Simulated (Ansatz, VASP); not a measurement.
**Two plane-wave programs on BN**

```xyz
2
Lattice="2.5410 0.0000 0.0000 -1.2631 2.2049 0.0000 -0.6390 -1.1024 3.0623" Properties=species:S:1:pos:R:3 pbc="T T T"
B     1.2459    2.1665    0.0055
N     0.6495   -0.3530    3.0164
```

Alike in both runs: task single point; functional PBEsol; k mesh 10 × 10 × 6; occupations fermi-dirac, width 0.01 eV; no spin polarisation.

|  | VASP | Ansatz |
| --- | --- | --- |
| version | VASP 6.6.1 | Ansatz 0.2.0 |
| potentials or method | VASP PAW PBE potentials, release 64 (B, N), cutoff 520 eV | plane waves, PAW |
| valence electrons in the cell | 8 | 8 |

VASP gave:

```
pressure (GPa)                                                : -8.0
traceless stress, the component that is largest in VASP (GPa) : 11.96
```

Question: What did Ansatz give for the same quantities?

Answer: Pressure (GPa): -8.3; traceless stress, the component that is largest in VASP (GPa): 12.37.

VASP's potentials were made for PBE, not for PBEsol. The functional is the same, so the differences come from potentials, cutoffs and numerics.
